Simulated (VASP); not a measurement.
BN (pbe), 2 atoms in the cell. The structure is cubic, space group F-43m (No. 216). The conventional cell has a = 3.624 Å, b = 3.624 Å, c = 3.624 Å, α = 90.00°, β = 90.00°, γ = 90.00°. B (site symmetry -43m) has 4 N at 1.57 Å within 2.1 Å. Within 2.1 Å of N (site symmetry -43m) lie 4 B at 1.57 Å. 

```yaml
Program: VASP 6.6.1
Task: single point
Functional: PBE
Potentials_or_basis: VASP PAW PBE potentials, release 64 (B, N)
Cutoff: 600 eV
k_mesh: 10 × 10 × 10
Occupations: gaussian, width 0.01 eV
Spin: no spin polarisation
Dipole_correction: no
Further_INCAR_settings: ALGO = Normal; EDIFF = 1e-06; NBANDS = 11
```

Potentials or basis: VASP PAW PBE potentials, release 64 (B, N).

Run with:

```console
$ cat potpaw_PBE.64/B/POTCAR potpaw_PBE.64/N/POTCAR > POTCAR
$ mpirun -np 1 vasp_std > vasp.out
```

Hardware: 1 thread of Intel(R) Xeon(R) Platinum 8259CL CPU @ 2.50GHz (Skylake/Cascade Lake) (shared host).

Estimate the wall time of this run.

It took 6 s on 1 thread of Intel(R) Xeon(R) Platinum 8259CL CPU @ 2.50GHz (Skylake/Cascade Lake), on a shared host, peak memory 0.12 GiB. Counts: scf iterations 12, k points 47.
